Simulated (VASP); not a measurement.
# Pt (R-3m) in VASP: relaxation of cell and atoms with PBE

Aim: the relaxation of cell and atoms of Pt with PBE.

Everything below comes from runs of VASP 6.6.1. Logs are shortened: lines on timing, memory, paths and dates and some standing lists are left out, and cuts for length are marked.

### Step 1. The cell of the first run

It takes space group R-3m (No. 166, trigonal). The conventional cell has a = 2.790 Å, b = 2.790 Å, c = 6.941 Å, α = 90.00°, β = 90.00°, γ = 120.00°. Pt (site symmetry -3m) has 12 Pt at 2.79 to 2.82 Å within 3.7 Å.

The cell was built from a structure type or drawn by symmetry, and may not be a known phase.

### Step 2. Relaxation of cell and atoms, PBE

The input, INCAR:

```
SYSTEM = Pt
PREC     = Accurate       ! precision mode
ENCUT    = 600            ! plane-wave cutoff, eV
EDIFF    = 1E-6           ! SCF threshold, eV
ISMEAR   = 0              ! smearing method
SIGMA    = 0.1            ! smearing width, eV
LREAL    = .False.        ! projectors in reciprocal space
LASPH    = .True.         ! aspherical terms in the spheres
NELM     = 100            ! most SCF steps
ALGO     = Fast           ! electronic algorithm
ISIF     = 3              ! what is computed and relaxed
LWAVE    = .False.        ! write WAVECAR
LCHARG   = .False.        ! write CHGCAR
GGA      = PE             ! functional
IBRION   = 2              ! ionic algorithm
NSW      = 100            ! ionic steps
EDIFFG   = -0.01          ! ionic threshold
```

The input, KPOINTS:

```
Automatic mesh
0
Gamma
  24 24 24
  0 0 0
```

The input, POSCAR:

```
Pt
1.0
    1.3948723157      0.8053299070      2.3136108778
   -1.3948723157      0.8053299070      2.3136108778
    0.0000000000     -1.6106598139      2.3136108778
Pt
1
Direct
    0.0000000000      0.0000000000      0.0000000000
```

Potentials or basis: VASP PAW PBE potentials, release 64 (Pt).

On the command line:

```sh
$ cat potpaw_PBE.64/Pt/POTCAR > POTCAR
$ mpirun -np 1 vasp_std > vasp.out
```

OUTCAR:

```text
SYSTEM = Pt
   PREC = Accurate
   ENCUT = 600
   EDIFF = 1E-6
   ISMEAR = 0
   LREAL = .False.
   LASPH = .True.
   NELM = 100
   ISIF = 3
   GGA = PE
   IBRION = 2
   NSW = 100
   EDIFFG = -0.01

 ion  position               nearest neighbor table
   1  0.000  0.000  0.000-

  LATTYP: Found a trigonal (rhomboedric) cell.
 ALAT       =     2.8190459964
 COS(alpha) =     0.5103400529

  Lattice vectors:

 A1 = (   1.3948723157,   0.8053299070,   2.3136108778)
 A2 = (  -1.3948723157,   0.8053299070,   2.3136108778)
 A3 = (   0.0000000000,  -1.6106598139,   2.3136108778)

Analysis of symmetry for initial positions (statically):
=====================================================================
 Subroutine PRICEL returns:
 Original cell was already a primitive cell.

 Routine SETGRP: Setting up the symmetry group for a
 trigonal (rhombohedral) supercell.

 Subroutine GETGRP returns: Found 12 space group operations
 (whereof 12 operations were pure point group operations)
 out of a pool of 12 trial point group operations.

The static configuration has the point symmetry D_3d.

Analysis of symmetry for dynamics (positions and initial velocities):
=====================================================================
 Subroutine PRICEL returns:
 Original cell was already a primitive cell.

 Routine SETGRP: Setting up the symmetry group for a
 trigonal (rhombohedral) supercell.

 Subroutine GETGRP returns: Found 12 space group operations
 (whereof 12 operations were pure point group operations)
 out of a pool of 12 trial point group operations.

The dynamic configuration has the point symmetry D_3d.

 Subroutine INISYM returns: Found 12 space group operations
 (whereof 12 operations are pure point group operations),
 and found     1 'primitive' translations

----------------------------------------------------------------------------------------

                                     Primitive cell

  volume of cell :      15.5937

  direct lattice vectors                    reciprocal lattice vectors
     1.394872316  0.805329907  2.313610878     0.358455749  0.206954523  0.144074933
    -1.394872316  0.805329907  2.313610878    -0.358455749  0.206954523  0.144074933
     0.000000000 -1.610659814  2.313610878     0.000000000 -0.413909046  0.144074933

  length of vectors
     2.819045996  2.819045996  2.819045996     0.438267367  0.438267367  0.438267367

  position of ions in fractional coordinates (direct lattice)
     0.000000000  0.000000000  0.000000000

  ion indices of the primitive-cell ions
   primitive index   ion index
                 1           1

----------------------------------------------------------------------------------------

 KPOINTS: Automatic mesh

Automatic generation of k-mesh.
 Grid dimensions read from file:
 generate k-points for:   24   24   24

 Generating k-lattice:

  Cartesian coordinates                     Fractional coordinates (reciprocal lattice)
     0.014935656  0.008623105  0.006003122     0.041666667  0.000000000 -0.000000000
    -0.014935656  0.008623105  0.006003122     0.000000000  0.041666667 -0.000000000
     0.000000000 -0.017246210  0.006003122     0.000000000  0.000000000  0.041666667

  Length of vectors
     0.018261140  0.018261140  0.018261140

  Shift w.r.t. Gamma in fractional coordinates (k-lattice)
     0.000000000  0.000000000  0.000000000

 Subroutine IBZKPT returns following result:
 ===========================================

 Found   1313 irreducible k-points:

 Following reciprocal coordinates:
            Coordinates               Weight
  0.000000  0.000000  0.000000      1.000000
  0.041667  0.000000  0.000000      6.000000
  0.083333  0.000000  0.000000      6.000000
  0.125000 -0.000000  0.000000      6.000000
  0.166667  0.000000  0.000000      6.000000
  0.208333  0.000000  0.000000      6.000000
[... 16 lines left out ...]
  0.416667  0.041667  0.000000     12.000000
  0.458333  0.041667  0.000000     12.000000
 [... further k-points ...]
   k-points           NKPTS =   1313   k-points in BZ     NKDIM =   1313   number of bands    NBANDS=      9
   number of dos      NEDOS =    301   number of ions     NIONS =      1
   total plane-waves  NPLWV =  13824
   dimension x,y,z NGX =    24 NGY =   24 NGZ =   24
   dimension x,y,z NGXF=    48 NGYF=   48 NGZF=   48
   ions per type =               1
   NGX,Y,Z   is equivalent  to a cutoff of  14.15, 14.15, 14.15 a.u.
   NGXF,Y,Z  is equivalent  to a cutoff of  28.31, 28.31, 28.31 a.u.
 SYSTEM =  Pt
   PREC   = accura    normal or accurate (medium, high low for compatibility)
   ISTART =      0    job   : 0-new  1-cont  2-samecut
   ICHARG =      2    charge: 1-file 2-atom 10-const
   ISPIN  =      1    spin polarized calculation?
   LNONCOLLINEAR =      F non collinear calculations
   LSORBIT =      F    spin-orbit coupling
   LASPH  =      T    aspherical Exc in radial PAW
   ENCUT  =  600.0 eV  44.10 Ry    6.64 a.u.   5.63  5.63  5.63*2*pi/ulx,y,z
   NELM   =    100;   NELMIN=  2; NELMDL= -5     # of ELM steps
   EDIFF  = 0.1E-05   stopping-criterion for ELM
   LREAL  =      F    real-space projection
   EDIFFG = -.1E-01   stopping-criterion for IOM
   NSW    =    100    number of steps for IOM
   IBRION =      2    ionic relax: 0-MD 1-quasi-New 2-CG
   NFREE  =      1    steps in history (QN), initial steepest desc. (CG)
   ISIF   =      3    stress and relaxation
   ISYM   =      2    0-nonsym 1-usesym 2-fastsym
   POTIM  = 0.5000    time-step for ionic-motion
   TEBEG  =    0.0;   TEEND  =   0.0 temperature during run
   PSTRESS=    0.0 pullay stress
   NELECT =      10.0000    total number of electrons
   NUPDOWN=      -1.0000    fix difference up-down
   EMIN   =  10.00;   EMAX   =-10.00  energy-range for DOS
   EFERMI =   0.00;   METHOD = LEGACY
   ISMEAR =     0;   SIGMA  =   0.10  broadening in eV -4-tet -1-fermi 0-gaus
   EFERMI_NEDOS =   21; number of points for ismear=-14 and -15
   IALGO  =     68    algorithm
   IMIX   =      4    mixing-type and parameters
     AMIX     =   0.40;   BMIX     =  1.00
     AMIX_MAG =   1.60;   BMIX_MAG =  1.00
  volume/ion in A,a.u.               =      15.59       105.23
  Fermi-wavevector in a.u.,A,eV,Ry     =   1.411751  2.667823 27.116981  1.993042
  Thomas-Fermi vector in A             =   2.533571
   LORBIT       =      0    0 simple, 1 ext, 2 COOP (PROOUT), +10 PAW based schemes
   GGA     = PE    functional components
   LHFCALC =     F    Hartree Fock is set to
   AEXX    =    0.0000 exact exchange contribution
   IVDW    =     0    specifies the selected vdW correction
   LEPSILON=     F    determine dielectric tensor
   LRPA    =     F    only Hartree local field effects (RPA)
 conjugate gradient relaxation of ions
 non-spin polarized calculation
 RMM-DIIS sequential band-by-band and
 Gauss-broadening in eV      SIGMA  =   0.10
  energy-cutoff  :      600.00
  volume of cell :       15.59
 maximum number of plane-waves:       540
   NGX = 11   NGY = 11   NGZ = 11

--------------------------------------- Ionic step        1  -------------------------------------------

 number of electron      10.0000001 magnetization

 Free energy of the ion-electron system (eV)
  ---------------------------------------------------
  ext. energy  EPLUGINS =         0.00000000
  ---------------------------------------------------
  free energy    TOTEN  =        -6.10198958 eV

  energy without entropy =       -6.09094711  energy(sigma->0) =       -6.09646835

------------------------ aborting loop because EDIFF is reached ----------------------------------------

  FORCE on cell =-STRESS in cart. coord.  units (eV):
  Direction    XX          YY          ZZ          XY          YZ          ZX
  --------------------------------------------------------------------------------------
  -------------------------------------------------------------------------------------
  Total        0.1073893      0.1073893     -0.0881326     -0.0000000     -0.0000000      0.0000000
  in kB       11.0337180     11.0337180     -9.0551885     -0.0000000     -0.0000000      0.0000000
  external PRESSURE =       4.3374159 kB  Pullay stress =       0.0000000 kB

 VOLUME and BASIS-vectors are now :
 -----------------------------------------------------------------------------
  energy-cutoff  :      600.00
  volume of cell :       15.59
      direct lattice vectors                 reciprocal lattice vectors
     1.394872316  0.805329907  2.313610878     0.358455749  0.206954523  0.144074933
    -1.394872316  0.805329907  2.313610878    -0.358455749  0.206954523  0.144074933
     0.000000000 -1.610659814  2.313610878     0.000000000 -0.413909046  0.144074933
[... 71 lines left out ...]
 POSITION                                       TOTAL-FORCE (eV/Angst)
 -----------------------------------------------------------------------------------
      0.00000     -0.00000      0.00000         0.000000      0.000000      0.000000
 -----------------------------------------------------------------------------------
    total drift:                                0.000000     -0.000000      0.000000

  FREE ENERGIE OF THE ION-ELECTRON SYSTEM (eV)
  ---------------------------------------------------
  free  energy   TOTEN  =        -6.1026270229 eV

  energy  without entropy=       -6.0913604512  energy(sigma->0) =       -6.09699374

--------------------------------------- Ionic step        4  -------------------------------------------

 number of electron      10.0000002 magnetization

 Free energy of the ion-electron system (eV)
  ---------------------------------------------------
  ext. energy  EPLUGINS =         0.00000000
  ---------------------------------------------------
  free energy    TOTEN  =        -6.10301605 eV

  energy without entropy =       -6.09176497  energy(sigma->0) =       -6.09739051

 E-fermi :  10.5872     XC(G=0): -13.2799

 val. band max:       10.5870696007   @ k =  -0.4583   0.5000   0.3750
 cond. band min:      10.5872348775   @ k =  -0.3333   0.2083   0.2083
 fundamental gap:      0.0001652768
 Fermi energy:        10.5872251343

 k-point     1 :       0.0000    0.0000    0.0000
  band No.  band energies     occupation
      1       0.7746      2.00000
      2       7.0161      2.00000
      3       7.0237      2.00000
      4       7.0237      2.00000
      5       9.0548      2.00000
      6       9.0548      2.00000
      7      25.3319      0.00000
      8      30.0859      0.00000
      9      30.1082      0.00000

 k-point     2 :       0.0417    0.0000    0.0000
  band No.  band energies     occupation
      1       0.8425      2.00000
      2       6.9927      2.00000
      3       7.0440      2.00000
      4       7.0508      2.00000
      5       9.0396      2.00000
      6       9.0396      2.00000
      7      25.4359      0.00000
      8      29.7091      0.00000
      9      30.1903      0.00000
[... 253 lines left out ...]
 k-point    24 :       0.4583    0.0417    0.0000
  band No.  band energies     occupation
      1       3.6888      2.00000
      2       6.9479      2.00000
      3       7.0440      2.00000
      4       9.2956      2.00000
      5      10.5908      0.95948
      6      10.8926      0.00002
      7      16.9256      0.00000
      8      25.1097      0.00000
      9      29.3249      0.00000

 [... further k-points ...]

------------------------ aborting loop because EDIFF is reached ----------------------------------------

  FORCE on cell =-STRESS in cart. coord.  units (eV):
  Direction    XX          YY          ZZ          XY          YZ          ZX
  --------------------------------------------------------------------------------------
  -------------------------------------------------------------------------------------
  Total        0.0009402      0.0009402     -0.0042448      0.0000000     -0.0000000      0.0000000
  in kB        0.0964273      0.0964273     -0.4353641      0.0000000     -0.0000000      0.0000000
  external PRESSURE =      -0.0808365 kB  Pullay stress =       0.0000000 kB

 VOLUME and BASIS-vectors are now :
 -----------------------------------------------------------------------------
  energy-cutoff  :      600.00
  volume of cell :       15.62
      direct lattice vectors                 reciprocal lattice vectors
     1.402649680  0.809820171  2.292083628     0.356468195  0.205807008  0.145428085
    -1.402649680  0.809820171  2.292083628    -0.356468195  0.205807008  0.145428085
     0.000000000 -1.619640341  2.292083628     0.000000000 -0.411614017  0.145428085

 POSITION                                       TOTAL-FORCE (eV/Angst)
 -----------------------------------------------------------------------------------
      0.00000     -0.00000      0.00000         0.000000      0.000000      0.000000
 -----------------------------------------------------------------------------------
    total drift:                                0.000000      0.000000      0.000000

  FREE ENERGIE OF THE ION-ELECTRON SYSTEM (eV)
  ---------------------------------------------------
  free  energy   TOTEN  =        -6.1030160495 eV

  energy  without entropy=       -6.0917649671  energy(sigma->0) =       -6.09739051

 reached required accuracy - stopping structural energy minimisation
```

It took 2.6 min on 1 thread of Intel Xeon 6975P-C (Granite Rapids), shared host; peak memory 0.38 GiB.

What came out:

* Free energy: -6.1030 eV
* Relaxed volume: 15.62 Å³/atom
* Relaxed cell: a = 2.807 Å, b = 2.807 Å, c = 2.807 Å, α = 59.97°, β = 59.97°, γ = 59.97°
* Space group after relaxing (to 0.1 Å): Fm-3m (No. 225)
* Energy gained by relaxing: 1.0 meV/atom
* Ionic steps: 4
* Pressure after relaxing: 0.0 GPa
* Band gap on the k mesh: zero (bands 5 and 6 overlap by 2.10 eV)

Step by step:
| step | energy change (eV) | largest force (eV/Å) | pressure (GPa) | volume (Å³) |
| --- | --- | --- | --- | --- |
| 1 | 0.0000 | 0.0000 | 0.43 | 15.59 |
| 2 | -0.0006 | 0.0000 | -1.10 | 15.69 |
| 3 | -0.0006 | 0.0000 | -0.95 | 15.68 |
| 4 | -0.0010 | 0.0000 | -0.01 | 15.62 |

Final structure:
```yaml
crystal:
  lattice:
    - [1.40265, 0.80982, 2.29208]
    - [-1.40265, 0.80982, 2.29208]
    - [0.00000, -1.61964, 2.29208]
  atoms:
    - { symbol: Pt, position: [0.00000, 0.00000, 0.00000] }
```

Levels at points of the mesh, in eV from the Fermi level:
```
           k point  band 1  band 2  band 3  band 4  band 5  band 6  band 7  band 8  band 9
(0.00, 0.00, 0.00)   -9.81   -3.57   -3.56   -3.56   -1.53   -1.53   14.74   19.50   19.52
(0.50, 0.00, 0.00)   -6.95   -3.63   -3.62   -0.31    0.04    0.05    5.59   14.30   18.74
(0.50, 0.50, 0.00)   -6.68   -6.25    0.01    0.47    0.47    1.86    8.52   11.29   11.30
(0.50, 0.50, 0.50)   -6.95   -3.62   -3.62   -0.32    0.04    0.04    5.58   14.31   18.76
```

Caveat: spin-orbit coupling is left out, which moves the levels of the heavy elements.
